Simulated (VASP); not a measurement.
Input of a VASP 6.6.1 run:

INCAR

```
PREC = Accurate ; ENCUT = 520
EDIFF = 1E-6 ; ISMEAR = 0
SIGMA = 0.1 ; LREAL = False
LASPH = True ; NELM = 100
ALGO = Normal ; ISIF = 2
LWAVE = False ; LCHARG = True
GGA = PS ; LELF = True
LVHAR = True ; NBANDS = 15
```

KPOINTS

```
regular mesh
0
Gamma
  14 14 14
```

Contents of POSCAR:

```
TaAs
1.0
    0.0000000000      2.6025331159      2.6025331159
    2.6025331159      0.0000000000      2.6025331159
    2.6025331159      2.6025331159      0.0000000000
Ta As
1 1
Direct
    0.5000000000      0.5000000000      0.5000000000
    0.0000000000      0.0000000000      0.0000000000
```

Potentials or basis: VASP PAW PBE potentials, release 64 (Ta_pv, As).

The run is started by

```sh
$ cat potpaw_PBE.64/Ta_pv/POTCAR potpaw_PBE.64/As/POTCAR > POTCAR
$ mpirun -np 1 vasp_std > vasp.out
```

(1) Predict the pressure.

(2) What does it give for the band gap on the k mesh?

Results:

(1) 0.6 GPa.

(2) zero (band 8 reaches 8.28 eV, above the bottom of band 9 at 6.01 eV).

Caveat: the PAW data sets were made with another functional, which shifts forces and pressure a little; spin-orbit coupling is left out, which moves the levels of the heavy elements.
